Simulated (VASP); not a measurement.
**Ti3N3F: single point with PBE**

System: Ti3N3F, a slab with vacuum.

```
N Ti F
1.0
     3.00286    0.00000    0.00000
    -1.50143    2.60055    0.00000
     0.00000    0.00000   21.55415
N Ti F
3 3 1
Direct
  0.33333 0.66667 0.18558
  0.00000 0.00000 0.29933
  0.66667 0.33333 0.41473
  0.66667 0.33333 0.24245
  0.33333 0.66667 0.35751
  0.00000 0.00000 0.46646
  0.16667 0.33333 0.54128
```

* Program: VASP 6.6.1
* Task: single point
* Functional: PBE
* Potentials or basis: VASP PAW PBE potentials, release 64 (N, Ti_sv, F)
* Cutoff: 520 eV
* k mesh: 9 × 9 × 1
* Occupations: gaussian, width 0.1 eV
* Spin: no spin polarisation
* Dipole correction: yes
* Further INCAR settings: ALGO = Fast; EDIFF = 1e-07; NBANDS = 38

| Quantity | Value |
| --- | --- |
| Largest force | 5.481 eV/Å |
| Band gap on the k mesh | zero (bands 29 and 30 overlap by 0.15 eV) |

Forces on the atoms (eV/Å):
```
N    0.000 -0.003  4.224
N    0.000 -0.002  1.273
N    0.000 -0.418  0.211
Ti   0.000  0.020 -5.481
Ti   0.000 -0.131 -0.124
Ti   0.000 -0.059 -0.223
F    0.000  0.593  0.121
```

Levels at points of the mesh, in eV from the Fermi level:
| k point | band 25 | band 26 | band 27 | band 28 | band 29 | band 30 | band 31 | band 32 | band 33 | band 34 |
| --- | --- | --- | --- | --- | --- | --- | --- | --- | --- | --- |
| (0.00, 0.00, 0.00) | -3.27 | -1.13 | -0.37 | -0.33 | 0.16 | 0.22 | 0.44 | 1.22 | 1.36 | 1.56 |

Wall time 16 min on 1 thread of Oxide Virtual Turin-like Processor (shared host), peak memory 0.33 GiB.
